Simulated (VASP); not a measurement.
Write the native input for VASP 6.6.1 that does the following.

* Task: single point
* Functional: PBE
* Potentials or basis: VASP PAW PBE potentials, release 64 (Co)
* Cutoff: 520 eV
* k mesh: 24 × 24 × 12
* Occupations: gaussian, width 0.15 eV
* Spin: no spin polarisation
* Dipole correction: no
* Further INCAR settings: ALGO = Fast; EDIFF = 1e-06; NBANDS = 16

The structure of Co lies in POSCAR:

```
Co
1.0
    2.6858061516      0.0000000000      0.0000000000
   -1.3429030758      2.3259763569      0.0000000000
    0.0000000000      0.0000000000      4.3437604874
Co
2
Direct
    0.6666666667      0.3333333333      0.2500000000
    0.3333333333      0.6666666667      0.7500000000
```

These files were run (other wordings do the same):

INCAR

```
ALGO     = Fast           # electronic algorithm
EDIFF    = 1E-6           # SCF threshold, eV
ENCUT    = 520            # plane-wave cutoff, eV
GGA      = PE             # functional
ISIF     = 2              # what is computed and relaxed
ISMEAR   = 0              # smearing method
LASPH    = T              # aspherical terms in the spheres
LCHARG   = F              # write CHGCAR
LREAL    = F              # projectors in reciprocal space
LWAVE    = F              # write WAVECAR
NBANDS   = 16             # bands
NELM     = 80             # most SCF steps
PREC     = Accurate       # precision mode
SIGMA    = 0.15           # smearing width, eV
```

KPOINTS

```
k-points
0
Gamma
  24 24 12
```

Potentials or basis: VASP PAW PBE potentials, release 64 (Co).

Run with:

```console
$ cat potpaw_PBE.64/Co/POTCAR > POTCAR
$ mpirun -np 1 vasp_std > vasp.out
```

Results of the run:

```yaml
Pressure: -35.0 GPa
Band_gap_on_the_k_mesh: zero (band 9 reaches 7.41 eV, above the bottom of band 10 at 6.40 eV)
```

Caveat: the run has no spin polarisation, though such a crystal can be magnetic.

Run time: 83 s on 1 thread of Intel(R) Xeon(R) Platinum 8559C (Emerald Rapids), on a shared host, peak memory 0.26 GiB.
